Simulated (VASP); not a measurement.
# ZnAu (P4mm) in VASP: further runs, part 2 of 2

VASP 6.6.1. Earlier steps stand in the parts before.

## 4. Single point, PBE

INCAR

```
SYSTEM = ZnAu
ALGO = Normal
EDIFF = 1E-6
ENCUT = 500
GGA = PE
GGA_COMPAT = .False.
ISIF = 2
ISMEAR = 0
LASPH = .True.
LCHARG = .False.
LREAL = .False.
LWAVE = .False.
NBANDS = 18
NELM = 120
PREC = Accurate
SIGMA = 0.15
```

KPOINTS

```
k-points
0
Gamma
  16 16 16
  0 0 0
```

POSCAR

```
ZnAu
1.0
    3.1470000000      0.0000000000      0.0000000000
    0.0000000000      3.1470000000      0.0000000000
    0.0000000000      0.0000000000      3.1470000000
Zn Au
1 1
Direct
    0.4404194471      0.5000000000      0.5000000000
    0.0000000000      0.0000000000      0.0000000000
```

Potentials or basis: VASP PAW PBE potentials, release 64 (Zn, Au).

Run with:

```
$ cat potpaw_PBE.64/Zn/POTCAR potpaw_PBE.64/Au/POTCAR > POTCAR
$ mpirun -np 1 vasp_std > vasp.out
```

OUTCAR:

```text
SYSTEM = ZnAu
   EDIFF = 1E-6
   ENCUT = 500
   GGA = PE
   ISIF = 2
   ISMEAR = 0
   LASPH = .True.
   LREAL = .False.
   NELM = 120
   PREC = Accurate

 ion  position               nearest neighbor table
   1  0.440  0.500  0.500-   2 2.62   2 2.62   2 2.62   2 2.62   2 2.84   2 2.84   2 2.84   2 2.84

   2  0.000  0.000  0.000-   1 2.62   1 2.62   1 2.62   1 2.62   1 2.84   1 2.84   1 2.84   1 2.84

  LATTYP: Found a simple cubic cell.
 ALAT       =     3.1470000000

  Lattice vectors:

 A1 = (   3.1470000000,   0.0000000000,   0.0000000000)
 A2 = (   0.0000000000,   3.1470000000,   0.0000000000)
 A3 = (   0.0000000000,   0.0000000000,   3.1470000000)

Analysis of symmetry for initial positions (statically):
=====================================================================
 Subroutine PRICEL returns:
 Original cell was already a primitive cell.

 Routine SETGRP: Setting up the symmetry group for a
 simple cubic supercell.

 Subroutine GETGRP returns: Found  8 space group operations
 (whereof  8 operations were pure point group operations)
 out of a pool of 48 trial point group operations.

The static configuration has the point symmetry C_4v.

Analysis of symmetry for dynamics (positions and initial velocities):
=====================================================================
 Subroutine PRICEL returns:
 Original cell was already a primitive cell.

 Routine SETGRP: Setting up the symmetry group for a
 simple cubic supercell.

 Subroutine GETGRP returns: Found  8 space group operations
 (whereof  8 operations were pure point group operations)
 out of a pool of 48 trial point group operations.

The dynamic configuration has the point symmetry C_4v.

 Subroutine INISYM returns: Found  8 space group operations
 (whereof  8 operations are pure point group operations),
 and found     1 'primitive' translations

----------------------------------------------------------------------------------------

                                     Primitive cell

  volume of cell :      31.1667

  direct lattice vectors                    reciprocal lattice vectors
     3.147000000  0.000000000  0.000000000     0.317762949  0.000000000  0.000000000
     0.000000000  3.147000000  0.000000000     0.000000000  0.317762949  0.000000000
     0.000000000  0.000000000  3.147000000     0.000000000  0.000000000  0.317762949

  length of vectors
     3.147000000  3.147000000  3.147000000     0.317762949  0.317762949  0.317762949

  position of ions in fractional coordinates (direct lattice)
     0.440419447  0.500000000  0.500000000
     0.000000000  0.000000000  0.000000000

  ion indices of the primitive-cell ions
   primitive index   ion index
                 1           1
                 2           2

----------------------------------------------------------------------------------------

 KPOINTS: k-points

Automatic generation of k-mesh.
 Grid dimensions read from file:
 generate k-points for:   16   16   16

 Generating k-lattice:

  Cartesian coordinates                     Fractional coordinates (reciprocal lattice)
     0.019860184  0.000000000  0.000000000     0.062500000  0.000000000  0.000000000
     0.000000000  0.019860184  0.000000000     0.000000000  0.062500000  0.000000000
     0.000000000  0.000000000  0.019860184     0.000000000  0.000000000  0.062500000

  Length of vectors
     0.019860184  0.019860184  0.019860184

  Shift w.r.t. Gamma in fractional coordinates (k-lattice)
     0.000000000  0.000000000  0.000000000

 Subroutine IBZKPT returns following result:
 ===========================================

 Found    405 irreducible k-points:

 Following reciprocal coordinates:
            Coordinates               Weight
  0.000000  0.000000  0.000000      1.000000
  0.062500  0.000000  0.000000      2.000000
  0.000000  0.062500  0.000000      4.000000
  0.125000  0.000000  0.000000      2.000000
  0.000000  0.125000  0.000000      4.000000
  0.187500  0.000000  0.000000      2.000000
[... 16 lines left out ...]
  0.187500  0.062500  0.000000      8.000000
  0.000000  0.187500  0.062500      8.000000
 [... further k-points ...]
   k-points           NKPTS =    405   k-points in BZ     NKDIM =    405   number of bands    NBANDS=     18
   number of dos      NEDOS =    301   number of ions     NIONS =      2
   total plane-waves  NPLWV =  13824
   dimension x,y,z NGX =    24 NGY =   24 NGZ =   24
   dimension x,y,z NGXF=    48 NGYF=   48 NGZF=   48
   ions per type =               1   1
   NGX,Y,Z   is equivalent  to a cutoff of  12.68, 12.68, 12.68 a.u.
   NGXF,Y,Z  is equivalent  to a cutoff of  25.36, 25.36, 25.36 a.u.
 SYSTEM =  ZnAu
   PREC   = accura    normal or accurate (medium, high low for compatibility)
   ISTART =      0    job   : 0-new  1-cont  2-samecut
   ICHARG =      2    charge: 1-file 2-atom 10-const
   ISPIN  =      1    spin polarized calculation?
   LNONCOLLINEAR =      F non collinear calculations
   LSORBIT =      F    spin-orbit coupling
   LASPH  =      T    aspherical Exc in radial PAW
   ENCUT  =  500.0 eV  36.75 Ry    6.06 a.u.   5.74  5.74  5.74*2*pi/ulx,y,z
   NELM   =    120;   NELMIN=  2; NELMDL= -5     # of ELM steps
   EDIFF  = 0.1E-05   stopping-criterion for ELM
   LREAL  =      F    real-space projection
   EDIFFG = 0.1E-04   stopping-criterion for IOM
   NSW    =      0    number of steps for IOM
   IBRION =     -1    ionic relax: 0-MD 1-quasi-New 2-CG
   NFREE  =      0    steps in history (QN), initial steepest desc. (CG)
   ISIF   =      2    stress and relaxation
   ISYM   =      2    0-nonsym 1-usesym 2-fastsym
   POTIM  = 0.5000    time-step for ionic-motion
   TEBEG  =    0.0;   TEEND  =   0.0 temperature during run
   PSTRESS=    0.0 pullay stress
   NELECT =      23.0000    total number of electrons
   NUPDOWN=      -1.0000    fix difference up-down
   EMIN   =  10.00;   EMAX   =-10.00  energy-range for DOS
   EFERMI =   0.00;   METHOD = LEGACY
   ISMEAR =     0;   SIGMA  =   0.15  broadening in eV -4-tet -1-fermi 0-gaus
   EFERMI_NEDOS =   21; number of points for ismear=-14 and -15
   IALGO  =     38    algorithm
   IMIX   =      4    mixing-type and parameters
     AMIX     =   0.40;   BMIX     =  1.00
     AMIX_MAG =   1.60;   BMIX_MAG =  1.00
  volume/ion in A,a.u.               =      15.58       105.16
  Fermi-wavevector in a.u.,A,eV,Ry     =   1.479406  2.795672 29.778283  2.188642
  Thomas-Fermi vector in A             =   2.593568
   LORBIT       =      0    0 simple, 1 ext, 2 COOP (PROOUT), +10 PAW based schemes
   GGA     = PE    functional components
   LHFCALC =     F    Hartree Fock is set to
   AEXX    =    0.0000 exact exchange contribution
   IVDW    =     0    specifies the selected vdW correction
   LEPSILON=     F    determine dielectric tensor
   LRPA    =     F    only Hartree local field effects (RPA)
 non-spin polarized calculation
 Gauss-broadening in eV      SIGMA  =   0.15
  energy-cutoff  :      500.00
  volume of cell :       31.17
 maximum number of plane-waves:       840
 NGX is ok and might be reduce to    24
   NGX = 11   NGY = 11   NGZ = 11

 number of electron      22.9999999 magnetization

 Free energy of the ion-electron system (eV)
  ---------------------------------------------------
  ext. energy  EPLUGINS =         0.00000000
  ---------------------------------------------------
  free energy    TOTEN  =        -4.66808508 eV

  energy without entropy =       -4.66304099  energy(sigma->0) =       -4.66556304

 E-fermi :   7.1011     XC(G=0): -12.3688

 val. band max:        7.0857276384   @ k =   0.4375   0.4375   0.1875
 cond. band min:       7.1094356273   @ k =   0.4375   0.3125   0.2500
 fundamental gap:      0.0237079890
 Fermi energy:         7.1011087585

 k-point     1 :       0.0000    0.0000    0.0000
  band No.  band energies     occupation
      1      -3.5293      2.00000
      2      -1.0787      2.00000
      3      -1.0142      2.00000
      4      -0.3809      2.00000
      5      -0.3362      2.00000
      6      -0.3362      2.00000
[... 10 lines left out ...]
     17      19.2485      0.00000
     18      25.4369      0.00000
[... 463 lines left out ...]
 k-point    24 :       0.0000    0.1875    0.0625
  band No.  band energies     occupation
      1      -2.8506      2.00000
      2      -0.9146      2.00000
      3      -0.8673      2.00000
      4      -0.3915      2.00000
      5      -0.3597      2.00000
      6      -0.2889      2.00000
[... 10 lines left out ...]
     17      22.1306      0.00000
     18      23.5513      0.00000

 [... further k-points ...]

------------------------ aborting loop because EDIFF is reached ----------------------------------------

  FORCE on cell =-STRESS in cart. coord.  units (eV):
  Direction    XX          YY          ZZ          XY          YZ          ZX
  --------------------------------------------------------------------------------------
  -------------------------------------------------------------------------------------
  Total        1.0935745      1.4274903      1.4274903      0.0000000      0.0000000      0.0000000
  in kB       56.2171358     73.3826700     73.3826700      0.0000000      0.0000000      0.0000000
  external PRESSURE =      67.6608253 kB  Pullay stress =       0.0000000 kB

 VOLUME and BASIS-vectors are now :
 -----------------------------------------------------------------------------
  energy-cutoff  :      500.00
  volume of cell :       31.17
      direct lattice vectors                 reciprocal lattice vectors
     3.147000000  0.000000000  0.000000000     0.317762949  0.000000000  0.000000000
     0.000000000  3.147000000  0.000000000     0.000000000  0.317762949  0.000000000
     0.000000000  0.000000000  3.147000000     0.000000000  0.000000000  0.317762949

 POSITION                                       TOTAL-FORCE (eV/Angst)
 -----------------------------------------------------------------------------------
      1.38600      1.57350      1.57350         0.716891      0.000000     -0.000000
      0.00000      0.00000      0.00000        -0.716891     -0.000000      0.000000
 -----------------------------------------------------------------------------------
    total drift:                               -0.000210      0.000000      0.000019

  FREE ENERGIE OF THE ION-ELECTRON SYSTEM (eV)
  ---------------------------------------------------
  free  energy   TOTEN  =        -4.6680850831 eV

  energy  without entropy=       -4.6630409881  energy(sigma->0) =       -4.66556304
```

OSZICAR:

```text
N       E                     dE             d eps       ncg     rms          rms(c)
DAV:   1     0.130120687850E+03    0.13012E+03   -0.11154E+04 15060   0.163E+03
DAV:   2     0.344873581392E+00   -0.12978E+03   -0.12358E+03 14806   0.311E+02
DAV:   3    -0.508064961002E+01   -0.54255E+01   -0.53838E+01 16102   0.688E+01
DAV:   4    -0.512690012347E+01   -0.46251E-01   -0.46235E-01 15886   0.567E+00
DAV:   5    -0.512740431670E+01   -0.50419E-03   -0.50419E-03 15604   0.632E-01    0.873E+00
DAV:   6    -0.470324748568E+01    0.42416E+00   -0.11811E+00 15556   0.119E+01    0.549E+00
DAV:   7    -0.467610980332E+01    0.27138E-01   -0.34121E-02 18942   0.380E+00    0.287E+00
DAV:   8    -0.466809657323E+01    0.80132E-02   -0.10342E-02 15150   0.102E+00    0.158E-01
DAV:   9    -0.466807674880E+01    0.19824E-04   -0.30721E-04 17336   0.323E-01    0.717E-02
DAV:  10    -0.466808366757E+01   -0.69188E-05   -0.67149E-05 15372   0.672E-02    0.195E-02
DAV:  11    -0.466808542942E+01   -0.17618E-05   -0.38784E-06 15376   0.207E-02    0.849E-03
DAV:  12    -0.466808508309E+01    0.34633E-06   -0.25209E-07  7856   0.900E-03
   1 F= -.46680851E+01 E0= -.46655630E+01  d E =-.504410E-02
```

stdout:

```text
POSCAR found type information on POSCAR ZnAu
 POSCAR found :  2 types and       2 ions
 scaLAPACK will be used
 LDA part: xc-table for (Slater+PW92), standard interpolation
 POSCAR, INCAR and KPOINTS ok, starting setup
 FFT: planning ... GRIDC
 FFT: planning ... GRID_SOFT
 FFT: planning ... GRID
 WAVECAR not read
 entering main loop
```

It took 1.7 min on 1 thread of Intel Xeon 8259CL, shared host; peak memory 0.33 GiB.

What came out:

```yaml
Free_energy: -4.6681 eV
Pressure: 6.8 GPa
Largest_force: 0.717 eV/Å
Band_gap_on_the_k_mesh: zero (an odd number of electrons rules out a gap without spin polarisation)
```

Forces on the atoms (eV/Å):
```
Zn   0.717  0.000  0.000
Au  -0.717  0.000  0.000
```

Caveat: the cell differs from its parent crystal (all Zn atoms moved +0.188 Å, as atom 1 towards its neighbour atom 1 (Zn) at 3.147 Å); the cell stands under pressure; spin-orbit coupling is left out, which moves the levels of the heavy elements.

## 5. Summary

| cell | gap on the mesh (eV) | pressure (GPa) | largest force (eV/Å) |
| --- | --- | --- | --- |
| as given, atomic positions A | none | 14.6 | 1.65 |
| as given, atomic positions B | none | 9.9 | 1.20 |
| as given, atomic positions C | none | 6.8 | 0.72 |

Alike in all rows: task single point; level PBE; potentials or basis VASP PAW PBE potentials, release 64 (Zn, Au); no spin polarisation; k mesh 16 × 16 × 16; cutoff (eV) 500; smearing gaussian 0.15 eV.

Caveats: the cell stands under pressure; spin-orbit coupling is left out, which moves the levels of the heavy elements; forces of over 1 eV/Å act on the atoms, so gaps and moduli don't describe the material at rest (at least some runs).

Total energies depend on the potentials used, so only differences within one code and one set of settings carry meaning.
